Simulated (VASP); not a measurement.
TiO2, 6 atoms in the cell. The structure is tetragonal, space group P4_2/mnm (No. 136). The conventional cell has a = 4.600 Å, b = 4.600 Å, c = 2.959 Å, α = 90.00°, β = 90.00°, γ = 90.00°. Within 2.6 Å of Ti (site symmetry mmm) lie 6 O at 1.95 to 1.98 Å. O (site symmetry m2m) has 3 Ti at 1.95 to 1.98 Å and 1 O at 2.55 Å within 2.6 Å. 

- Program: VASP 6.6.1
- Task: relaxation of cell and atoms
- Functional: r2SCAN
- Potentials or basis: VASP PAW PBE potentials, release 64 (Ti_sv, O)
- Cutoff: 600 eV
- k mesh: 6 × 6 × 9
- Occupations: fermi-dirac, width 0.05 eV
- Spin: no spin polarisation
- Dipole correction: no
- Further INCAR settings: ALGO = Normal; EDIFF = 1e-07; IBRION = 2; EDIFFG = -0.01; NSW = 60; ISIF = 3

Potentials or basis: VASP PAW PBE potentials, release 64 (Ti_sv, O).

Command:

```bash
$ cat potpaw_PBE.64/Ti_sv/POTCAR potpaw_PBE.64/O/POTCAR > POTCAR
$ cp INCAR.step1 INCAR
$ mpirun -np 1 vasp_std > vasp.out
$ cp INCAR.step2 INCAR
$ mpirun -np 1 vasp_std > vasp.out
```

Hardware: 1 thread of Intel(R) Xeon(R) 6975P-C (Granite Rapids), with other jobs on the host.

**Question.** How long does it take, and how much memory?

**Answer.** Wall time 4.8 min on 1 thread of Intel(R) Xeon(R) 6975P-C (Granite Rapids) (shared host), peak memory 0.26 GiB. Counts: k points 50, ion steps 2.
